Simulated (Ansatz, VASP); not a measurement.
# Pt in VASP and in Ansatz

The input POSCAR:

```
Pt
1.0
    0.0000000000      1.9613408845      1.9613408845
    1.9613408845      0.0000000000      1.9613408845
    1.9613408845      1.9613408845      0.0000000000
Pt
1
Direct
    0.0000000000      0.0000000000      0.0000000000
```

Contents of INCAR.step1:

```
PREC = Accurate
ENCUT = 600
ISMEAR = -1
SIGMA = 0.1
LREAL = False
LASPH = True
NELM = 60
GGA = PE
ALGO = Normal
EDIFF = 1E-4
LWAVE = True
LCHARG = False
```

Contents of INCAR.step2:

```
PREC = Accurate
ENCUT = 600
EDIFF = 1E-6
ISMEAR = -1
SIGMA = 0.1
LREAL = False
LASPH = True
NELM = 60
ALGO = Normal
ISIF = 3
LWAVE = False
LCHARG = False
METAGGA = R2SCAN
LMIXTAU = True
IBRION = 2
NSW = 60
EDIFFG = -0.005
ISTART = 1
```

Contents of KPOINTS:

```
Automatic mesh
0
Gamma
  19 19 19
```

Input for Ansatz:

```yaml
crystal:
  lattice:
    - [0.0, 1.9613408845, 1.9613408845]
    - [1.9613408845, 0.0, 1.9613408845]
    - [1.9613408845, 1.9613408845, 0.0]
  atoms:
    - { symbol: Pt, position: [0.0, 0.0, 0.0] }
kpoints:
  mp_grid: { grid: [19, 19, 19] }
scf:
  occupations: { method: fermi_dirac, width: 0.1 }
hamiltonian:
  xc: r2scan
  pseudopotentials: { kind: paw }
output:
  forces: true
  stress: true
relax:
  f_tol: 0.005
  max_steps: 40
  cell: {}
```

Alike in both runs: task relaxation of cell and atoms; functional r2SCAN; k mesh 19 × 19 × 19; occupations fermi-dirac, width 0.1 eV; no spin polarisation.

|  | VASP | Ansatz |
| --- | --- | --- |
| version | VASP 6.6.1 | Ansatz 0.2.0 |
| potentials or method | VASP PAW PBE potentials, release 64 (Pt) | PAW with Ansatz's default frozen-core files, scalar-relativistic |
| plane-wave cutoff (eV) | 600 | 500 |
| valence electrons in the cell | 10 | 18 |

VASP gave:

* relaxed volume (Å³/atom): 15.35
* relaxed length of the cell vector where the two differ most in proportion (Å): 2.790

Question: Estimate Ansatz's values.

Answer: Relaxed volume (Å³/atom): 15.31; relaxed length of the cell vector where the two differ most in proportion (Å): 2.787.

VASP's potentials were made for PBE, not for r2SCAN. VASP's potentials hold 10 valence electrons a cell and Ansatz's 18, so a difference there can come from the potentials and not from the codes.

Spin-orbit coupling is off throughout.
